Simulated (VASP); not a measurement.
Rh: single point with PBE

Crystal: Rh.

```
CELL_PARAMETERS angstrom
0.00000 2.01218 2.01218
2.01218 0.00000 2.01218
2.01218 2.01218 0.00000
ATOMIC_POSITIONS crystal
Rh 0.00000 0.00000 0.00000
```

This cell differs from its parent crystal: volume 16.294 Å^3 an atom, c/a of the conventional cell 1.0000.

- Program: VASP 6.6.1
- Task: single point
- Functional: PBE
- Potentials or basis: VASP PAW PBE potentials, release 64 (Rh_pv)
- Cutoff: 520 eV
- k mesh: 22 × 22 × 22
- Occupations: gaussian, width 0.15 eV
- Spin: no spin polarisation

```
Pressure : -25.8 GPa
```

Levels at points of the mesh, in eV from the Fermi level:
| k point | band 3 | band 4 | band 5 | band 6 | band 7 | band 8 | band 9 | band 10 | band 11 | band 12 |
| --- | --- | --- | --- | --- | --- | --- | --- | --- | --- | --- |
| (0.00, 0.00, 0.00) | -46.08 | -6.75 | -2.35 | -2.35 | -2.35 | -0.76 | -0.76 | 15.98 | 20.51 | 20.51 |
| (0.50, 0.00, 0.00) | -46.14 | -4.82 | -2.40 | -2.40 | 0.42 | 0.42 | 0.97 | 7.08 | 15.43 | 19.70 |
| (0.50, 0.50, 0.00) | -46.23 | -4.87 | -4.57 | 0.39 | 0.73 | 0.73 | 3.13 | 10.30 | 12.35 | 12.35 |

It took 23 s on 1 thread of Intel(R) Xeon(R) 6975P-C (Granite Rapids) (shared host), peak memory 0.18 GiB.
